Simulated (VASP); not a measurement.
# Mo (Im-3m) in VASP: a series of runs

Mo is run at these levels: r2SCAN; tasks: single point.

Everything below comes from runs of VASP 6.6.1. Logs are shortened: lines on timing, memory, paths and dates and some standing lists are left out, and cuts for length are marked.

## (1) The cell of the first run

Symmetry: Im-3m, No. 229, cubic system. Conventional cell: a = 2.961 Å, b = 2.961 Å, c = 2.961 Å, α = 90.00°, β = 90.00°, γ = 90.00°. Within 3.4 Å of Mo (site symmetry m-3m) lie 14 Mo at 2.56 to 2.96 Å.

## (2) Single point, r2SCAN (equal strain along all axes, cell held: -6.0 %)

Contents of POSCAR:

```
Mo
1.0
    2.9614044746      0.0000000000      0.0000000000
    0.0000000000      2.9614044746      0.0000000000
    0.0000000000      0.0000000000      2.9614044746
Mo
2
Direct
    0.0000000000      0.0000000000      0.0000000000
    0.5000000000      0.5000000000      0.5000000000
```

Contents of INCAR.step1:

```
SYSTEM = Mo
PREC     = Accurate       ! precision mode
ENCUT    = 520            ! plane-wave cutoff, eV
ISMEAR   = 0              ! smearing method
SIGMA    = 0.1            ! smearing width, eV
LREAL    = .False.        ! projectors in reciprocal space
LASPH    = .True.         ! aspherical terms in the spheres
NELM     = 60             ! most SCF steps
NBANDS   = 21             ! bands
GGA      = PE             ! functional
ALGO     = Normal         ! electronic algorithm
EDIFF    = 1E-4           ! SCF threshold, eV
LWAVE    = .True.         ! write WAVECAR
LCHARG   = .False.        ! write CHGCAR
```

Contents of INCAR.step2:

```
SYSTEM = Mo
PREC     = Accurate       ! precision mode
ENCUT    = 520            ! plane-wave cutoff, eV
EDIFF    = 1E-7           ! SCF threshold, eV
ISMEAR   = 0              ! smearing method
SIGMA    = 0.1            ! smearing width, eV
LREAL    = .False.        ! projectors in reciprocal space
LASPH    = .True.         ! aspherical terms in the spheres
NELM     = 60             ! most SCF steps
ALGO     = Normal         ! electronic algorithm
ISIF     = 2              ! what is computed and relaxed
LWAVE    = .False.        ! write WAVECAR
LCHARG   = .True.         ! write CHGCAR
METAGGA  = R2SCAN         ! meta-GGA
LMIXTAU  = .True.       
LELF     = .True.         ! ELF
LVHAR    = .True.       
NBANDS   = 21             ! bands
ISTART   = 1
```

Contents of KPOINTS:

```
regular mesh
0
Gamma
  16 16 16
  0 0 0
```

Potentials or basis: VASP PAW PBE potentials, release 64 (Mo_sv).

Command:

```
cat potpaw_PBE.64/Mo_sv/POTCAR > POTCAR
cp INCAR.step1 INCAR
mpirun -np 1 vasp_std > vasp.out
cp INCAR.step2 INCAR
mpirun -np 1 vasp_std > vasp.out
```

OUTCAR:

```text
SYSTEM = Mo
   PREC = Accurate
   ENCUT = 520
   EDIFF = 1E-7
   ISMEAR = 0
   LREAL = .False.
   LASPH = .True.
   NELM = 60
   ISIF = 2
   METAGGA = R2SCAN
   ISTART = 1

 ion  position               nearest neighbor table
   1  0.000  0.000  0.000-   2 2.56   2 2.56   2 2.56   2 2.56   2 2.56   2 2.56   2 2.56   2 2.56

   2  0.500  0.500  0.500-   1 2.56   1 2.56   1 2.56   1 2.56   1 2.56   1 2.56   1 2.56   1 2.56

  LATTYP: Found a simple cubic cell.
 ALAT       =     2.9614044746

  Lattice vectors:

 A1 = (   2.9614044746,   0.0000000000,   0.0000000000)
 A2 = (   0.0000000000,   2.9614044746,   0.0000000000)
 A3 = (   0.0000000000,   0.0000000000,   2.9614044746)

Analysis of symmetry for initial positions (statically):
=====================================================================
 Subroutine PRICEL returns following result:

  LATTYP: Found a body centered cubic cell.
 ALAT       =     2.9614044746

  Lattice vectors:

 A1 = (   1.4807022373,   1.4807022373,  -1.4807022373)
 A2 = (  -1.4807022373,   1.4807022373,   1.4807022373)
 A3 = (   1.4807022373,  -1.4807022373,   1.4807022373)

   2 primitive cells build up your supercell.

 Routine SETGRP: Setting up the symmetry group for a
 simple cubic supercell.

 Subroutine GETGRP returns: Found 48 space group operations
 (whereof 48 operations were pure point group operations)
 out of a pool of 48 trial point group operations.

The static configuration has the point symmetry O_h .

Analysis of symmetry for dynamics (positions and initial velocities):
=====================================================================
 Subroutine PRICEL returns following result:

  LATTYP: Found a body centered cubic cell.
 ALAT       =     2.9614044746

  Lattice vectors:

 A1 = (   1.4807022373,   1.4807022373,  -1.4807022373)
 A2 = (  -1.4807022373,   1.4807022373,   1.4807022373)
 A3 = (   1.4807022373,  -1.4807022373,   1.4807022373)

   2 primitive cells build up your supercell.

 Routine SETGRP: Setting up the symmetry group for a
 simple cubic supercell.

 Subroutine GETGRP returns: Found 48 space group operations
 (whereof 48 operations were pure point group operations)
 out of a pool of 48 trial point group operations.

[... 84 lines left out ...]
   dimension x,y,z NGXF=    48 NGYF=   48 NGZF=   48
   ions per type =               2
   NGX,Y,Z   is equivalent  to a cutoff of  13.47, 13.47, 13.47 a.u.
   NGXF,Y,Z  is equivalent  to a cutoff of  26.95, 26.95, 26.95 a.u.
 SYSTEM =  Mo
   PREC   = accura    normal or accurate (medium, high low for compatibility)
   ISTART =      1    job   : 0-new  1-cont  2-samecut
   ICHARG =      0    charge: 1-file 2-atom 10-const
   ISPIN  =      1    spin polarized calculation?
   LNONCOLLINEAR =      F non collinear calculations
   LSORBIT =      F    spin-orbit coupling
   LASPH  =      T    aspherical Exc in radial PAW
   ENCUT  =  520.0 eV  38.22 Ry    6.18 a.u.   5.51  5.51  5.51*2*pi/ulx,y,z
   NELM   =     60;   NELMIN=  2; NELMDL=  0     # of ELM steps
   EDIFF  = 0.1E-06   stopping-criterion for ELM
   LREAL  =      F    real-space projection
   EDIFFG = 0.1E-05   stopping-criterion for IOM
   NSW    =      0    number of steps for IOM
   IBRION =     -1    ionic relax: 0-MD 1-quasi-New 2-CG
   NFREE  =      0    steps in history (QN), initial steepest desc. (CG)
   ISIF   =      2    stress and relaxation
   ISYM   =      2    0-nonsym 1-usesym 2-fastsym
   POTIM  = 0.5000    time-step for ionic-motion
   TEBEG  =    0.0;   TEEND  =   0.0 temperature during run
   PSTRESS=    0.0 pullay stress
   NELECT =      28.0000    total number of electrons
   NUPDOWN=      -1.0000    fix difference up-down
   EMIN   =  10.00;   EMAX   =-10.00  energy-range for DOS
   EFERMI =   0.00;   METHOD = LEGACY
   ISMEAR =     0;   SIGMA  =   0.10  broadening in eV -4-tet -1-fermi 0-gaus
   EFERMI_NEDOS =   21; number of points for ismear=-14 and -15
   IALGO  =     38    algorithm
   IMIX   =      4    mixing-type and parameters
     AMIX     =   0.40;   BMIX     =  1.00
     AMIX_MAG =   1.60;   BMIX_MAG =  1.00
  volume/ion in A,a.u.               =      12.99        87.63
  Fermi-wavevector in a.u.,A,eV,Ry     =   1.678661  3.172210 38.339914  2.817904
  Thomas-Fermi vector in A             =   2.762711
   LORBIT       =      0    0 simple, 1 ext, 2 COOP (PROOUT), +10 PAW based schemes
   METAGGA = R2SCAN    functional components
   LHFCALC =     F    Hartree Fock is set to
   AEXX    =    0.0000 exact exchange contribution
   IVDW    =     0    specifies the selected vdW correction
   LEPSILON=     F    determine dielectric tensor
   LRPA    =     F    only Hartree local field effects (RPA)
 non-spin polarized calculation
 Gauss-broadening in eV      SIGMA  =   0.10
  energy-cutoff  :      520.00
  volume of cell :       25.97
 maximum number of plane-waves:       739
 NGX is ok and might be reduce to    24
   NGX = 11   NGY = 11   NGZ = 11

 number of electron      27.9999998 magnetization

 Free energy of the ion-electron system (eV)
  ---------------------------------------------------
  ext. energy  EPLUGINS =         0.00000000
  ---------------------------------------------------
  free energy    TOTEN  =       -51.05739315 eV

  energy without entropy =      -51.05161129  energy(sigma->0) =      -51.05450222

 E-fermi :  15.8671     XC(G=0): -15.8502

 val. band max:       15.8392310507   @ k =   0.2500   0.1250   0.0625
 cond. band min:      15.8678902981   @ k =   0.5000   0.3750   0.1250
 fundamental gap:      0.0286592474
 Fermi energy:        15.8670645404

 k-point     1 :       0.0000    0.0000    0.0000
  band No.  band energies     occupation
      1     -47.5852      2.00000
      2     -46.5819      2.00000
      3     -21.1902      2.00000
      4     -21.1902      2.00000
      5     -21.1902      2.00000
      6     -19.4330      2.00000
[... 565 lines left out ...]
     20      20.8165      0.00000
     21      32.3761      0.00000

 [... further k-points ...]
[... 5 lines left out ...]
  --------------------------------------------------------------------------------------
  -------------------------------------------------------------------------------------
  Total       12.2903365     12.2903365     12.2903365      0.0000000      0.0000000     -0.0000000
  in kB      758.1954475    758.1954475    758.1954475      0.0000000      0.0000000     -0.0000000
  external PRESSURE =     758.1954475 kB  Pullay stress =       0.0000000 kB

 VOLUME and BASIS-vectors are now :
 -----------------------------------------------------------------------------
  energy-cutoff  :      520.00
  volume of cell :       25.97
      direct lattice vectors                 reciprocal lattice vectors
     2.961404475  0.000000000  0.000000000     0.337677615  0.000000000  0.000000000
     0.000000000  2.961404475  0.000000000     0.000000000  0.337677615  0.000000000
     0.000000000  0.000000000  2.961404475     0.000000000  0.000000000  0.337677615

 POSITION                                       TOTAL-FORCE (eV/Angst)
 -----------------------------------------------------------------------------------
      0.00000      0.00000      0.00000         0.000000      0.000000      0.000000
      1.48070      1.48070      1.48070        -0.000000     -0.000000     -0.000000
 -----------------------------------------------------------------------------------
    total drift:                                0.000000      0.000000     -0.000000

  FREE ENERGIE OF THE ION-ELECTRON SYSTEM (eV)
  ---------------------------------------------------
  free  energy   TOTEN  =       -51.0573931477 eV

  energy  without entropy=      -51.0516112883  energy(sigma->0) =      -51.05450222
```

OSZICAR.step1:

```text
N       E                     dE             d eps       ncg     rms          rms(c)
DAV:   1     0.276749873521E+03    0.27675E+03   -0.16972E+04  6930   0.143E+03
DAV:   2    -0.161079510287E+02   -0.29286E+03   -0.28382E+03  7753   0.442E+02
DAV:   3    -0.216728808983E+02   -0.55649E+01   -0.55094E+01  7972   0.630E+01
DAV:   4    -0.216955308007E+02   -0.22650E-01   -0.22641E-01  7675   0.427E+00
DAV:   5    -0.216956766417E+02   -0.14584E-03   -0.14584E-03  8105   0.329E-01    0.320E+01
DAV:   6    -0.208800711759E+02    0.81561E+00   -0.12463E+00  7295   0.106E+01    0.122E+01
DAV:   7    -0.207269107884E+02    0.15316E+00   -0.41995E-01  7765   0.579E+00    0.110E+00
DAV:   8    -0.207203917528E+02    0.65190E-02   -0.89988E-03  7230   0.100E+00    0.180E-01
DAV:   9    -0.207204719713E+02   -0.80218E-04   -0.99886E-05  5814   0.102E-01
   1 F= -.20720472E+02 E0= -.20717554E+02  d E =-.583587E-02
```

It took 3.4 min on 1 thread of AMD EPYC 7R13 (Zen 3), shared host; peak memory 0.17 GiB.

Results:

| Quantity | Value |
| --- | --- |
| Free energy | -51.0574 eV |
| Pressure | 75.8 GPa |
| Band gap on the k mesh | zero (bands 14 and 15 overlap by 3.25 eV) |

Caveat: the cell differs from its parent crystal (equal strain along all axes, cell held: -6.0 %); the cell stands under pressure; the PAW data sets were made with another functional, which shifts forces and pressure a little.

## (3) Single point, r2SCAN (equal strain along all axes, cell held: -4.0 %)

Contents of POSCAR:

```
Mo
1.0
    3.0244130804      0.0000000000      0.0000000000
    0.0000000000      3.0244130804      0.0000000000
    0.0000000000      0.0000000000      3.0244130804
Mo
2
Direct
    0.0000000000      0.0000000000      0.0000000000
    0.5000000000      0.5000000000      0.5000000000
```

Contents of INCAR.step1:

```
PREC     = Accurate       # precision mode
ENCUT    = 520            # plane-wave cutoff, eV
ISMEAR   = 0              # smearing method
SIGMA    = 0.1            # smearing width, eV
LREAL    = False          # projectors in reciprocal space
LASPH    = True           # aspherical terms in the spheres
NELM     = 60             # most SCF steps
NBANDS   = 21             # bands
GGA      = PE             # functional
ALGO     = Normal         # electronic algorithm
EDIFF    = 1E-4           # SCF threshold, eV
LWAVE    = True           # write WAVECAR
LCHARG   = False          # write CHGCAR
```

Contents of INCAR.step2:

```
PREC     = Accurate       # precision mode
ENCUT    = 520            # plane-wave cutoff, eV
EDIFF    = 1E-7           # SCF threshold, eV
ISMEAR   = 0              # smearing method
SIGMA    = 0.1            # smearing width, eV
LREAL    = False          # projectors in reciprocal space
LASPH    = True           # aspherical terms in the spheres
NELM     = 60             # most SCF steps
ALGO     = Normal         # electronic algorithm
ISIF     = 2              # what is computed and relaxed
LWAVE    = False          # write WAVECAR
LCHARG   = True           # write CHGCAR
METAGGA  = R2SCAN         # meta-GGA
LMIXTAU  = True         
LELF     = True           # ELF
LVHAR    = True         
NBANDS   = 21             # bands
ISTART   = 1
```

Contents of KPOINTS:

```
Automatic mesh
0
Gamma
  16 16 16
```

Potentials or basis: VASP PAW PBE potentials, release 64 (Mo_sv).

Command:

```
cat potpaw_PBE.64/Mo_sv/POTCAR > POTCAR
cp INCAR.step1 INCAR
mpirun -np 1 vasp_std > vasp.out
cp INCAR.step2 INCAR
mpirun -np 1 vasp_std > vasp.out
```

It took 3.4 min on 1 thread of AMD EPYC 7R13 (Zen 3), shared host; peak memory 0.17 GiB.

Results (log left out):

```
Free energy            : -51.6879 eV
Pressure               : 44.8 GPa
Band gap on the k mesh : zero (bands 14 and 15 overlap by 2.98 eV)
```

Levels at points of the mesh, in eV from the Fermi level:
```
           k point  band 11  band 12  band 13  band 14  band 15  band 16  band 17  band 18
(0.00, 0.00, 0.00)    -6.78    -1.74    -1.74    -1.74     2.07     2.07     4.86     4.86
(0.50, 0.00, 0.00)    -3.45    -3.45    -0.83    -0.83    -0.83    -0.83     0.96     0.96
(0.50, 0.50, 0.00)    -4.28    -4.28     2.15     2.15     2.15     2.15     2.95     2.95
(0.50, 0.50, 0.50)    -3.12    -3.12    -3.12    -3.12     3.12     3.12     3.12     3.12
```

Caveat: the cell differs from its parent crystal (equal strain along all axes, cell held: -4.0 %); the cell stands under pressure; the PAW data sets were made with another functional, which shifts forces and pressure a little.
